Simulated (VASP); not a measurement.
# CdS (I-4m2) in VASP: further runs, part 2 of 2

VASP 6.6.1.

## 5. Single point, r2SCAN (uniaxial x strain +3.2%)

File POSCAR:

```
CdS
1.0
    0.0000000000      2.9392148426      2.9392148426
    3.0323879531      0.0000000000      2.9392148426
    3.0323879531      2.9392148426      0.0000000000
Cd S
1 1
Direct
    0.0000000000      0.0000000000      0.0000000000
    0.2500000000      0.2500000000      0.2500000000
```

File INCAR.step1:

```
SYSTEM = CdS
ALGO = Normal ; EDIFF = 1E-4
ENCUT = 520 ; GGA = PE
ISMEAR = 0 ; LASPH = .TRUE.
LCHARG = .FALSE. ; LREAL = .FALSE.
LWAVE = .TRUE. ; NBANDS = 16
NELM = 100 ; PREC = Accurate
SIGMA = 0.01
```

File INCAR.step2:

```
SYSTEM = CdS
ALGO = Normal ; EDIFF = 1E-7
ENCUT = 520 ; ISIF = 2
ISMEAR = 0 ; ISTART = 1
LASPH = .TRUE. ; LCHARG = .FALSE.
LMIXTAU = .TRUE. ; LREAL = .FALSE.
LWAVE = .FALSE. ; METAGGA = R2SCAN
NBANDS = 16 ; NELM = 100
PREC = Accurate ; SIGMA = 0.01
```

File KPOINTS:

```
k-points
0
G
  8 8 8
  0 0 0
```

Potentials or basis: VASP PAW PBE potentials, release 64 (Cd, S).

Command:

```console
cat potpaw_PBE.64/Cd/POTCAR potpaw_PBE.64/S/POTCAR > POTCAR
cp INCAR.step1 INCAR
mpirun -np 1 vasp_std > vasp.out
cp INCAR.step2 INCAR
mpirun -np 1 vasp_std > vasp.out
```

OUTCAR:

```text
SYSTEM = CdS
   EDIFF = 1E-7
   ENCUT = 520
   ISIF = 2
   ISMEAR = 0
   ISTART = 1
   LASPH = .TRUE.
   LREAL = .FALSE.
   METAGGA = R2SCAN
   NELM = 100
   PREC = Accurate

 ion  position               nearest neighbor table
   1  0.000  0.000  0.000-   2 2.57   2 2.57   2 2.57   2 2.57
   2  0.250  0.250  0.250-   1 2.57   1 2.57   1 2.57   1 2.57

  LATTYP: Found a body centered tetragonal cell.
 ALAT       =     4.1566774931
 C/A-ratio  =     1.4590441323

  Lattice vectors:

 A1 = (   3.0323879531,   0.0000000000,   2.9392148426)
 A2 = (   3.0323879531,   0.0000000000,  -2.9392148426)
 A3 = (  -3.0323879531,   2.9392148426,   0.0000000000)

Analysis of symmetry for initial positions (statically):
=====================================================================
 Subroutine PRICEL returns:
 Original cell was already a primitive cell.

 Routine SETGRP: Setting up the symmetry group for a
 body centered tetragonal supercell.

 Subroutine GETGRP returns: Found  8 space group operations
 (whereof  8 operations were pure point group operations)
 out of a pool of 16 trial point group operations.

[... 161 lines left out ...]

 E-fermi :   0.7138     XC(G=0):  -9.4672

 val. band max:        0.6278895928   @ k =   0.0000   0.0000   0.0000
 cond. band min:       2.0582860119   @ k =   0.0000   0.0000   0.0000
 fundamental gap:      1.4303964191
 Fermi energy:         0.7138431423

 k-point     1 :       0.0000    0.0000    0.0000
  band No.  band energies     occupation
      1     -11.9470      2.00000
      2      -7.2024      2.00000
      3      -7.1836      2.00000
      4      -7.1836      2.00000
      5      -6.7573      2.00000
      6      -6.7500      2.00000
[... 433 lines left out ...]
      3      -7.0918      2.00000
      4      -6.8436      2.00000
      5      -6.7655      2.00000
      6      -6.6858      2.00000
[... 8 lines left out ...]
     15      12.6380      0.00000
     16      13.1852      0.00000

 [... further k-points ...]

------------------------ aborting loop because EDIFF is reached ----------------------------------------

  FORCE on cell =-STRESS in cart. coord.  units (eV):
  Direction    XX          YY          ZZ          XY          YZ          ZX
  --------------------------------------------------------------------------------------
  -------------------------------------------------------------------------------------
  Total       -0.6507894     -0.4299283     -0.4299283      0.0000000      0.0000000     -0.0000000
  in kB      -19.9009407    -13.1470763    -13.1470763      0.0000000      0.0000000     -0.0000000
  external PRESSURE =     -15.3983645 kB  Pullay stress =       0.0000000 kB

 VOLUME and BASIS-vectors are now :
 -----------------------------------------------------------------------------
  energy-cutoff  :      520.00
  volume of cell :       52.39
      direct lattice vectors                 reciprocal lattice vectors
     0.000000000  2.939214843  2.939214843    -0.164886554  0.170113458  0.170113458
     3.032387953  0.000000000  2.939214843     0.164886554 -0.170113458  0.170113458
     3.032387953  2.939214843  0.000000000     0.164886554  0.170113458 -0.170113458

 POSITION                                       TOTAL-FORCE (eV/Angst)
 -----------------------------------------------------------------------------------
      0.00000      0.00000      0.00000        -0.000000      0.000000      0.000000
      1.51619      1.46961      1.46961         0.000000     -0.000000     -0.000000
 -----------------------------------------------------------------------------------
    total drift:                               -0.000007     -0.000002     -0.000002

  FREE ENERGIE OF THE ION-ELECTRON SYSTEM (eV)
  ---------------------------------------------------
  free  energy   TOTEN  =       -29.6775197482 eV

  energy  without entropy=      -29.6775197482  energy(sigma->0) =      -29.67751975
```

OUTCAR.step1:

```text
SYSTEM = CdS
   EDIFF = 1E-4
   ENCUT = 520
   GGA = PE
   ISMEAR = 0
   LASPH = .TRUE.
   LREAL = .FALSE.
[... 677 lines left out ...]
      0.00000      0.00000      0.00000         0.000000      0.000000      0.000000
      1.51619      1.46961      1.46961        -0.000000     -0.000000     -0.000000
 -----------------------------------------------------------------------------------
    total drift:                               -0.000001     -0.000001     -0.000001

  FREE ENERGIE OF THE ION-ELECTRON SYSTEM (eV)
  ---------------------------------------------------
  free  energy   TOTEN  =        -6.1453090947 eV

  energy  without entropy=       -6.1453090947  energy(sigma->0) =       -6.14530909
```

OSZICAR.step1:

```text
N       E                     dE             d eps       ncg     rms          rms(c)
DAV:   1     0.109862100209E+03    0.10986E+03   -0.89876E+03  1904   0.102E+03
DAV:   2    -0.221413224804E+01   -0.11208E+03   -0.10521E+03  2264   0.252E+02
DAV:   3    -0.667220535094E+01   -0.44581E+01   -0.44480E+01  2352   0.524E+01
DAV:   4    -0.670037593397E+01   -0.28171E-01   -0.28167E-01  2456   0.411E+00
DAV:   5    -0.670076459301E+01   -0.38866E-03   -0.38866E-03  2272   0.455E-01    0.721E+00
DAV:   6    -0.616244587325E+01    0.53832E+00   -0.87276E-01  2816   0.112E+01    0.593E+00
DAV:   7    -0.614494673548E+01    0.17499E-01   -0.18347E-01  2400   0.293E+00    0.297E+00
DAV:   8    -0.614511026704E+01   -0.16353E-03   -0.15924E-02  2288   0.155E+00    0.268E-01
DAV:   9    -0.614507121480E+01    0.39052E-04   -0.18245E-03  2376   0.595E-01    0.630E-02
DAV:  10    -0.614522097666E+01   -0.14976E-03   -0.24198E-04  2360   0.145E-01    0.728E-02
DAV:  11    -0.614530909472E+01   -0.88118E-04   -0.14538E-04  2184   0.879E-02
   1 F= -.61453091E+01 E0= -.61453091E+01  d E =-.180756E-66
```

Run time: 1.9 min. Hardware: 1 thread of Intel Xeon 6975P-C, shared host; peak memory 0.21 GiB.

Results:

| Quantity | Value |
| --- | --- |
| Free energy | -29.6775 eV |
| Pressure | -1.5 GPa |
| Band gap on the k mesh | 1.43 eV, direct |

Caveat: the cell differs from its parent crystal (uniaxial x strain +3.2%); the PAW data sets were made with another functional, which shifts forces and pressure a little.

## 6. The runs side by side

```tsv
level	cell	smearing	gap on the mesh (eV)	pressure (GPa)
PBE	a = 4.146, b = 4.146, c = 4.157 Å, angles 59.9, 59.9, 60.2°, 2 atoms	fermi-dirac 0.02 eV	1.10	2.0
PBE	a = 4.157, b = 4.223, c = 4.223 Å, angles 59.0, 60.5, 60.5°, 2 atoms	fermi-dirac 0.02 eV	0.99	-0.1
r2SCAN	a = 4.146, b = 4.146, c = 4.157 Å, angles 59.9, 59.9, 60.2°, 2 atoms	gaussian 0.01 eV	1.54	0.6
r2SCAN	a = 4.157, b = 4.223, c = 4.223 Å, angles 59.0, 60.5, 60.5°, 2 atoms	gaussian 0.01 eV	1.43	-1.5
```

Alike in all rows: task single point; potentials or basis VASP PAW PBE potentials, release 64 (Cd, S); no spin polarisation; k mesh 8 × 8 × 8; cutoff (eV) 520.

Caveats: the PAW data sets were made with another functional, which shifts forces and pressure a little (some runs).

Absolute energies hang on the potentials; compare differences alone.
